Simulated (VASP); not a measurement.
Runs of VASP 6.6.1 on Ti. The structure is that of space group P6_3/mmc (No. 194), or close to it. The cells are those of the table. 

```csv
cell,gap on the mesh (eV),pressure (GPa)
"a = 2.973, b = 2.973, c = 4.706 Å, angles 90.0, 90.0, 120.0°, 2 atoms",none,(a)
"a = 2.828, b = 2.828, c = 4.476 Å, angles 90.0, 90.0, 120.0°, 2 atoms",none,9.9
"a = 2.936, b = 2.936, c = 4.648 Å, angles 90.0, 90.0, 120.0°, 2 atoms",none,-4.3
"a = 2.864, b = 2.864, c = 4.533 Å, angles 90.0, 90.0, 120.0°, 2 atoms",none,(b)
"a = 2.900, b = 2.900, c = 4.591 Å, angles 90.0, 90.0, 120.0°, 2 atoms",none,-0.2
```

Alike in all rows: task single point; level PBEsol; potentials or basis VASP PAW PBE potentials, release 64 (Ti_sv); no spin polarisation; k mesh 18 × 18 × 10; cutoff (eV) 520; smearing gaussian 0.15 eV.

Problem. Fill in the values left out.

Solution. (a) -7.9; (b) 4.4.

Caveats: the PAW data sets were made with another functional, which shifts forces and pressure a little; the cell stands under tension (at least some runs); the cell stands under pressure (at least some runs).

A gap of «none» marks levels without a gap at the run's occupations.
